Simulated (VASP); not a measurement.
Here is a VASP 6.6.1 calculation.

The input INCAR:

```
ALGO     = Normal         # electronic algorithm
EDIFF    = 1E-6           # SCF threshold, eV
ENCUT    = 520            # plane-wave cutoff, eV
GGA      = PE             # functional
ISIF     = 2              # what is computed and relaxed
ISMEAR   = 0              # smearing method
LASPH    = T              # aspherical terms in the spheres
LCHARG   = F              # write CHGCAR
LREAL    = Auto         
LWAVE    = F              # write WAVECAR
NBANDS   = 74             # bands
NELM     = 60             # most SCF steps
PREC     = Accurate       # precision mode
SIGMA    = 0.1            # smearing width, eV
```

Contents of KPOINTS:

```
Automatic mesh
0
Gamma
  4 4 4
  0.5 0.5 0.5
```

The input POSCAR:

```
Ti2Al5
1.0
   -5.7680202874     -1.9226734291     -4.3114047973
    1.9226734291     -5.7680202874      4.3114047973
   -1.9226734291      5.7680202874      4.3114047973
Ti Al
6 15
Direct
    0.4021064047      0.7954576875      0.6066487642
    0.1658041325      0.3788577138      0.7869464657
    0.1455707952      0.1002976881      0.0452731071
    0.5976076762      0.2034395410      0.3941681351
    0.8339119248      0.6200411271      0.2138707977
    0.8541438058      0.8986005806      0.9555432722
    0.4626886119      0.3635714674      0.0991171444
    0.2006162847      0.9085947376      0.2920215941
   -0.0001433421      0.4994486038      0.5004081011
    0.5370276535      0.6353267493      0.9017009511
    0.7990993045      0.0903036872      0.7087956173
    0.6965363331      0.6417749926      0.5312306345
    0.4998582627      0.2330674387      0.7340273965
    0.3031812325      0.8335945143      0.9460574509
    0.8927838051      0.0506562750      0.3574961632
    0.1069326683      0.4636116270      0.1586899533
    0.4998583147      0.7658308821      0.2667909071
    0.3031812325      0.3571238286      0.4695867652
    0.1069326683      0.9482427620      0.6433210882
    0.6965363331      0.1653056986      0.0547613405
    0.8927837531      0.5352875379      0.8421275821
```

Potentials or basis: VASP PAW PBE potentials, release 64 (Ti_sv, Al).

The run is started by

```bash
$ cat potpaw_PBE.64/Ti_sv/POTCAR potpaw_PBE.64/Al/POTCAR > POTCAR
$ mpirun -np 1 vasp_std > vasp.out
```

**Question.** Predict the largest force.

**Answer.** 0.948 eV/Å.

**Question.** What does it give for the band gap on the k mesh?

**Answer.** Zero (an odd number of electrons rules out a gap without spin polarisation).

Stress tensor (GPa, compression positive):
```
10.70  7.96  0.00
 7.96 11.11  0.00
 0.00  0.00  8.12
```

Caveat: atoms lie so close that the PAW spheres overlap strongly, which falsifies energies and pressures.
